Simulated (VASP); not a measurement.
The system is CuI (Marshite).

```xyz
2
Lattice="0.0000 3.0394 3.0394 3.0394 0.0000 3.0394 3.0394 3.0394 0.0000" Properties=species:S:1:pos:R:3 pbc="T T T"
Cu    1.5197    1.5197    1.5197
I     0.0000    0.0000    0.0000
```

```yaml
Program: VASP 6.6.1
Task: relaxation of cell and atoms
Functional: PBEsol
Potentials_or_basis: VASP PAW PBE potentials, release 64 (Cu, I)
Cutoff: 600 eV
k_mesh: 6 × 6 × 6
Occupations: fermi-dirac, width 0.02 eV
Spin: no spin polarisation
```

At the start: pressure -2.7 GPa; volume 28.08 Å³/atom.

Where does the relaxation end?

Over 4 steps the energy falls by 16.7 meV/atom and the volume is 26.27 Å³/atom (-6.4 %); space group F-43m (No. 216, to 0.05 Å).

Step by step:
```
step  energy change (eV)  largest force (eV/Å)  pressure (GPa)  volume (Å³)
   1              0.0000                0.0000           -2.72        56.16
   2             -0.0333                0.0000            0.25        52.37
   3             -0.0333                0.0000           -0.08        52.61
   4             -0.0333                0.0000           -0.02        52.54
```

Final structure:
```
Cu I
1.0
     0.00000    2.97271    2.97271
     2.97271    0.00000    2.97271
     2.97271    2.97271    0.00000
Cu I
1 1
Direct
  0.25000 0.25000 0.25000
  0.00000 0.00000 0.00000
```

Caveat: the PAW data sets were made with another functional, which shifts forces and pressure a little.
